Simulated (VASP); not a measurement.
# BiTe5 (P4/mmm) in VASP: further runs

The runs below take BiTe5 through single point, with PBE.

Program: VASP 6.6.1. These are calculated values, not measurements. Logs are shortened: lines on timing, memory, paths and dates and some standing lists are left out, and cuts for length are marked.

## 1. The cell of the first run

The structure is tetragonal, space group P4/mmm (No. 123). Conventional cell: a = 3.826 Å, b = 3.826 Å, c = 12.139 Å, α = 90.00°, β = 90.00°, γ = 90.00°. Bi (site symmetry 4/mmm) has 10 Te at 3.33 to 4.19 Å and 4 Bi at 3.83 Å within 4.4 Å. Te (site symmetry 4mm) has 13 Te at 3.29 to 3.83 Å and 1 Bi at 4.19 Å within 4.3 Å. Te (site symmetry 4mm) has 4 Bi at 3.33 Å and 10 Te at 3.51 to 4.12 Å within 4.4 Å. Within 4.3 Å of Te (site symmetry 4/mmm) lie 14 Te at 3.29 to 4.12 Å.

The cell was built from a structure type or drawn by symmetry, and may not be a known phase.

## 2. Single point, PBE

Input file INCAR:

```
SYSTEM = BiTe5
  PREC = Accurate
  ENCUT = 520
  EDIFF = 1E-7
  ISMEAR = 0
  SIGMA = 0.1
  LREAL = .FALSE.
  LASPH = .TRUE.
  NELM = 60
  ALGO = Normal
  ISIF = 2
  LWAVE = .FALSE.
  LCHARG = .FALSE.
  GGA = PE
  NBANDS = 32
```

Input file KPOINTS:

```
Automatic mesh
0
G
  6 6 1
  0 0 0
```

Input file POSCAR:

```
BiTe5
1.0
    3.8261658353      0.0000000000      0.0000000000
    0.0000000000      3.8261658353      0.0000000000
    0.0000000000      0.0000000000     12.1392962921
Bi Te
1 5
Direct
    0.5000000000      0.5000000000      0.0000000000
    0.5000000000      0.5000000000      0.3451487902
    0.5000000000      0.5000000000      0.6548512098
    0.0000000000      0.0000000000      0.1603979374
    0.0000000000      0.0000000000      0.8396020626
    0.0000000000      0.0000000000      0.5000000000
```

Potentials or basis: VASP PAW PBE potentials, release 64 (Bi_d, Te).

Command:

```bash
$ cat potpaw_PBE.64/Bi_d/POTCAR potpaw_PBE.64/Te/POTCAR > POTCAR
$ mpirun -np 1 vasp_std > vasp.out
```

OUTCAR:

```text
SYSTEM = BiTe5
   PREC = Accurate
   ENCUT = 520
   EDIFF = 1E-7
   ISMEAR = 0
   LREAL = .FALSE.
   LASPH = .TRUE.
   NELM = 60
   ISIF = 2
   GGA = PE

 ion  position               nearest neighbor table
   1  0.500  0.500  0.000-   4 3.33   5 3.33   4 3.33   5 3.33   4 3.33   5 3.33   4 3.33   5 3.33

   2  0.500  0.500  0.345-   6 3.29   6 3.29   6 3.29   6 3.29   4 3.51   4 3.51   4 3.51   4 3.51

   3  0.500  0.500  0.655-   6 3.29   6 3.29   6 3.29   6 3.29   5 3.51   5 3.51   5 3.51   5 3.51

   4  0.000  0.000  0.160-   1 3.33   1 3.33   1 3.33   1 3.33   2 3.51   2 3.51   2 3.51   2 3.51

   5  0.000  0.000  0.840-   1 3.33   1 3.33   1 3.33   1 3.33   3 3.51   3 3.51   3 3.51   3 3.51

   6  0.000  0.000  0.500-   2 3.29   3 3.29   2 3.29   3 3.29   2 3.29   3 3.29   2 3.29   3 3.29

  LATTYP: Found a simple tetragonal cell.
 ALAT       =     3.8261658353
 C/A-ratio  =     3.1727052132

  Lattice vectors:

 A1 = (   3.8261658353,   0.0000000000,   0.0000000000)
 A2 = (   0.0000000000,   3.8261658353,   0.0000000000)
 A3 = (   0.0000000000,   0.0000000000,  12.1392962921)

Analysis of symmetry for initial positions (statically):
=====================================================================
 Subroutine PRICEL returns:
 Original cell was already a primitive cell.

 Routine SETGRP: Setting up the symmetry group for a
 simple tetragonal supercell.

 Subroutine GETGRP returns: Found 16 space group operations
 (whereof 16 operations were pure point group operations)
 out of a pool of 16 trial point group operations.

The static configuration has the point symmetry D_4h.

Analysis of symmetry for dynamics (positions and initial velocities):
=====================================================================
 Subroutine PRICEL returns:
 Original cell was already a primitive cell.

 Routine SETGRP: Setting up the symmetry group for a
 simple tetragonal supercell.

 Subroutine GETGRP returns: Found 16 space group operations
 (whereof 16 operations were pure point group operations)
 out of a pool of 16 trial point group operations.

The dynamic configuration has the point symmetry D_4h.

 Subroutine INISYM returns: Found 16 space group operations
 (whereof 16 operations are pure point group operations),
 and found     1 'primitive' translations

----------------------------------------------------------------------------------------

                                     Primitive cell

  volume of cell :     177.7138

  direct lattice vectors                    reciprocal lattice vectors
     3.826165835  0.000000000  0.000000000     0.261358248  0.000000000  0.000000000
     0.000000000  3.826165835  0.000000000     0.000000000  0.261358248  0.000000000
     0.000000000  0.000000000 12.139296292     0.000000000  0.000000000  0.082377098

  length of vectors
     3.826165835  3.826165835 12.139296292     0.261358248  0.261358248  0.082377098

  position of ions in fractional coordinates (direct lattice)
     0.500000000  0.500000000  0.000000000
     0.500000000  0.500000000  0.345148790
     0.500000000  0.500000000  0.654851210
     0.000000000  0.000000000  0.160397937
     0.000000000  0.000000000  0.839602063
     0.000000000  0.000000000  0.500000000

  ion indices of the primitive-cell ions
   primitive index   ion index
                 1           1
                 2           2
                 3           3
                 4           4
                 5           5
                 6           6

----------------------------------------------------------------------------------------

 KPOINTS: Automatic mesh

Automatic generation of k-mesh.
 Grid dimensions read from file:
 generate k-points for:    6    6    1

 Generating k-lattice:

  Cartesian coordinates                     Fractional coordinates (reciprocal lattice)
     0.043559708  0.000000000  0.000000000     0.166666667  0.000000000  0.000000000
     0.000000000  0.043559708  0.000000000     0.000000000  0.166666667  0.000000000
     0.000000000  0.000000000  0.082377098     0.000000000  0.000000000  1.000000000

  Length of vectors
     0.043559708  0.043559708  0.082377098

  Shift w.r.t. Gamma in fractional coordinates (k-lattice)
     0.000000000  0.000000000  0.000000000

 Subroutine IBZKPT returns following result:
 ===========================================

 Found     10 irreducible k-points:

 Following reciprocal coordinates:
            Coordinates               Weight
  0.000000  0.000000  0.000000      1.000000
  0.166667  0.000000  0.000000      4.000000
  0.333333  0.000000  0.000000      4.000000
  0.500000  0.000000  0.000000      2.000000
  0.166667  0.166667  0.000000      4.000000
  0.333333  0.166667  0.000000      8.000000
  0.500000  0.166667  0.000000      4.000000
  0.333333  0.333333  0.000000      4.000000
  0.500000  0.333333  0.000000      4.000000
  0.500000  0.500000  0.000000      1.000000
   k-points           NKPTS =     10   k-points in BZ     NKDIM =     10   number of bands    NBANDS=     32
   number of dos      NEDOS =    301   number of ions     NIONS =      6
   total plane-waves  NPLWV =  70560
   dimension x,y,z NGX =    28 NGY =   28 NGZ =   90
   dimension x,y,z NGXF=    56 NGYF=   56 NGZF=  180
   ions per type =               1   5
   NGX,Y,Z   is equivalent  to a cutoff of  12.17, 12.17, 12.33 a.u.
   NGXF,Y,Z  is equivalent  to a cutoff of  24.33, 24.33, 24.65 a.u.
 SYSTEM =  BiTe5
   PREC   = accura    normal or accurate (medium, high low for compatibility)
   ISTART =      0    job   : 0-new  1-cont  2-samecut
   ICHARG =      2    charge: 1-file 2-atom 10-const
   ISPIN  =      1    spin polarized calculation?
   LNONCOLLINEAR =      F non collinear calculations
   LSORBIT =      F    spin-orbit coupling
   LASPH  =      T    aspherical Exc in radial PAW
   ENCUT  =  520.0 eV  38.22 Ry    6.18 a.u.   7.11  7.11 22.57*2*pi/ulx,y,z
   NELM   =     60;   NELMIN=  2; NELMDL= -5     # of ELM steps
   EDIFF  = 0.1E-06   stopping-criterion for ELM
   LREAL  =      F    real-space projection
   EDIFFG = 0.1E-05   stopping-criterion for IOM
   NSW    =      0    number of steps for IOM
   IBRION =     -1    ionic relax: 0-MD 1-quasi-New 2-CG
   NFREE  =      0    steps in history (QN), initial steepest desc. (CG)
   ISIF   =      2    stress and relaxation
   ISYM   =      2    0-nonsym 1-usesym 2-fastsym
   POTIM  = 0.5000    time-step for ionic-motion
   TEBEG  =    0.0;   TEEND  =   0.0 temperature during run
   PSTRESS=    0.0 pullay stress
   NELECT =      45.0000    total number of electrons
   NUPDOWN=      -1.0000    fix difference up-down
   EMIN   =  10.00;   EMAX   =-10.00  energy-range for DOS
   EFERMI =   0.00;   METHOD = LEGACY
   ISMEAR =     0;   SIGMA  =   0.10  broadening in eV -4-tet -1-fermi 0-gaus
   EFERMI_NEDOS =   21; number of points for ismear=-14 and -15
   IALGO  =     38    algorithm
   IMIX   =      4    mixing-type and parameters
     AMIX     =   0.40;   BMIX     =  1.00
     AMIX_MAG =   1.60;   BMIX_MAG =  1.00
  volume/ion in A,a.u.               =      29.62       199.88
  Fermi-wavevector in a.u.,A,eV,Ry     =   1.035711  1.957210 14.594936  1.072698
  Thomas-Fermi vector in A             =   2.170067
   LORBIT       =      0    0 simple, 1 ext, 2 COOP (PROOUT), +10 PAW based schemes
   GGA     = PE    functional components
   LHFCALC =     F    Hartree Fock is set to
   AEXX    =    0.0000 exact exchange contribution
   IVDW    =     0    specifies the selected vdW correction
   LEPSILON=     F    determine dielectric tensor
   LRPA    =     F    only Hartree local field effects (RPA)
 non-spin polarized calculation
 Gauss-broadening in eV      SIGMA  =   0.10
  energy-cutoff  :      520.00
  volume of cell :      177.71
 maximum number of plane-waves:      4820
   NGX = 15   NGY = 15   NGZ = 45

 number of electron      44.9999994 magnetization

 Free energy of the ion-electron system (eV)
  ---------------------------------------------------
  ext. energy  EPLUGINS =         0.00000000
  ---------------------------------------------------
  free energy    TOTEN  =       -18.14468830 eV

  energy without entropy =      -18.12590763  energy(sigma->0) =      -18.13529797

 E-fermi :   7.5596     XC(G=0):  -9.9877

 val. band max:        7.5046200157   @ k =   0.5000   0.0000   0.0000
 cond. band min:       7.5847171217   @ k =   0.5000   0.3333   0.0000
 fundamental gap:      0.0800971060
 Fermi energy:         7.5595833965

 k-point     1 :       0.0000    0.0000    0.0000
  band No.  band energies     occupation
      1     -15.8654      2.00000
      2     -15.8334      2.00000
      3     -15.8063      2.00000
      4     -15.8063      2.00000
      5     -15.7995      2.00000
      6      -6.1722      2.00000
[... 24 lines left out ...]
     31      11.0543      0.00000
     32      11.6070      0.00000

 k-point     2 :       0.1667    0.0000    0.0000
  band No.  band energies     occupation
      1     -15.8561      2.00000
      2     -15.8279      2.00000
      3     -15.8118      2.00000
      4     -15.8058      2.00000
      5     -15.8038      2.00000
      6      -5.9173      2.00000
[... 24 lines left out ...]
     31      12.2151      0.00000
     32      12.8285      0.00000
[... 243 lines left out ...]
     31      13.6062      0.00000
     32      14.3747      0.00000

 k-point    10 :       0.5000    0.5000    0.0000
  band No.  band energies     occupation
      1     -15.8403      2.00000
      2     -15.8233      2.00000
      3     -15.8233      2.00000
      4     -15.8017      2.00000
      5     -15.7780      2.00000
      6      -3.2155      2.00000
[... 24 lines left out ...]
     31      12.7584      0.00000
     32      13.7123      0.00000

------------------------ aborting loop because EDIFF is reached ----------------------------------------

  FORCE on cell =-STRESS in cart. coord.  units (eV):
  Direction    XX          YY          ZZ          XY          YZ          ZX
  --------------------------------------------------------------------------------------
  -------------------------------------------------------------------------------------
  Total       -0.3383152     -0.3383152     -0.1437282      0.0000000      0.0000000     -0.0000000
  in kB       -3.0500781     -3.0500781     -1.2957806      0.0000000      0.0000000     -0.0000000
  external PRESSURE =      -2.4653123 kB  Pullay stress =       0.0000000 kB

 VOLUME and BASIS-vectors are now :
 -----------------------------------------------------------------------------
  energy-cutoff  :      520.00
  volume of cell :      177.71
      direct lattice vectors                 reciprocal lattice vectors
     3.826165835  0.000000000  0.000000000     0.261358248  0.000000000  0.000000000
     0.000000000  3.826165835  0.000000000     0.000000000  0.261358248  0.000000000
     0.000000000  0.000000000 12.139296292     0.000000000  0.000000000  0.082377098

 POSITION                                       TOTAL-FORCE (eV/Angst)
 -----------------------------------------------------------------------------------
      1.91308      1.91308      0.00000        -0.000000     -0.000000      0.000000
      1.91308      1.91308      4.18986        -0.000000     -0.000000     -0.006791
      1.91308      1.91308      7.94943        -0.000000      0.000000      0.006791
      0.00000      0.00000      1.94712        -0.000000      0.000000      0.013646
      0.00000      0.00000     10.19218         0.000000     -0.000000     -0.013646
      0.00000      0.00000      6.06965        -0.000000     -0.000000      0.000000
 -----------------------------------------------------------------------------------
    total drift:                                0.000000      0.000000     -0.000000

  FREE ENERGIE OF THE ION-ELECTRON SYSTEM (eV)
  ---------------------------------------------------
  free  energy   TOTEN  =       -18.1446883009 eV

  energy  without entropy=      -18.1259076299  energy(sigma->0) =      -18.13529797
```

It took 1.7 min on 1 thread of Intel Xeon 8259CL, shared host; peak memory 0.27 GiB.

Results:

- Free energy: -18.1447 eV
- Pressure: -0.2 GPa
- Largest force: 0.014 eV/Å
- Band gap on the k mesh: zero (an odd number of electrons rules out a gap without spin polarisation)

Forces on the atoms (eV/Å):
```
Bi   0.000  0.000  0.000
Te   0.000  0.000 -0.007
Te   0.000  0.000  0.007
Te   0.000  0.000  0.014
Te   0.000  0.000 -0.014
Te   0.000  0.000  0.000
```

Levels at points of the mesh, in eV from the Fermi level:
```
           k point  band 19  band 20  band 21  band 22  band 23  band 24  band 25  band 26
(0.00, 0.00, 0.00)    -1.25    -1.25    -0.19     0.41     0.65     0.65     1.63     1.63
(0.50, 0.00, 0.00)    -0.67    -0.54    -0.30    -0.05     0.15     0.17     1.27     1.40
(0.50, 0.50, 0.00)    -2.53    -2.47    -1.92    -1.92    -1.82    -1.01    -1.01    -0.27
```

Caveat: the k points lie up to 0.52 Å⁻¹ apart, too coarse for converged energies and pressures of a metal; spin-orbit coupling is left out, which moves the levels of the heavy elements.

(Part 1 of 2 ends here.)
